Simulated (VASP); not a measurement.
Wanted: the native input for a VASP 6.6.1 run.

* Task: single point
* Functional: LDA
* Potentials or basis: VASP PAW LDA potentials, release 64 (Zn, S)
* Cutoff: 520 eV
* k mesh: 12 × 12 × 4
* Occupations: gaussian, width 0.01 eV
* Spin: no spin polarisation
* Dipole correction: no
* Further INCAR settings: ALGO = Normal; EDIFF = 1e-06; NBANDS = 26

The structure of ZnS lies in POSCAR:

```
ZnS
1.0
    3.5895904813      0.0000000000      0.0000000000
   -1.7947952406      3.1086765460      0.0000000000
    0.0000000000      0.0000000000      5.8799973210
Zn S
2 2
Direct
    0.0000000000      0.0000000000      0.0000000000
    0.0000000000      0.0000000000      0.5000000000
    0.3333333333      0.6666666667      0.2500000000
    0.6666666667      0.3333333333      0.7500000000
```

These files were run (other wordings do the same):

INCAR

```
ALGO = Normal
EDIFF = 1E-6
ENCUT = 520
GGA = CA
ISIF = 2
ISMEAR = 0
LASPH = True
LCHARG = False
LREAL = False
LWAVE = False
NBANDS = 26
NELM = 100
PREC = Accurate
SIGMA = 0.01
```

KPOINTS

```
k-points
0
Gamma
  12 12 4
```

Potentials or basis: VASP PAW LDA potentials, release 64 (Zn, S).

Command:

```sh
$ cat potpaw_LDA.64/Zn/POTCAR potpaw_LDA.64/S/POTCAR > POTCAR
$ mpirun -np 1 vasp_std > vasp.out
```

Results of the run:

```
Pressure               : -5.0 GPa
Band gap on the k mesh : 0.15 eV, indirect (least direct gap 1.49 eV)
```

Run time: 67 s on 1 thread of Intel(R) Xeon(R) Platinum 8259CL CPU @ 2.50GHz (Skylake/Cascade Lake), on a shared host, peak memory 0.21 GiB.
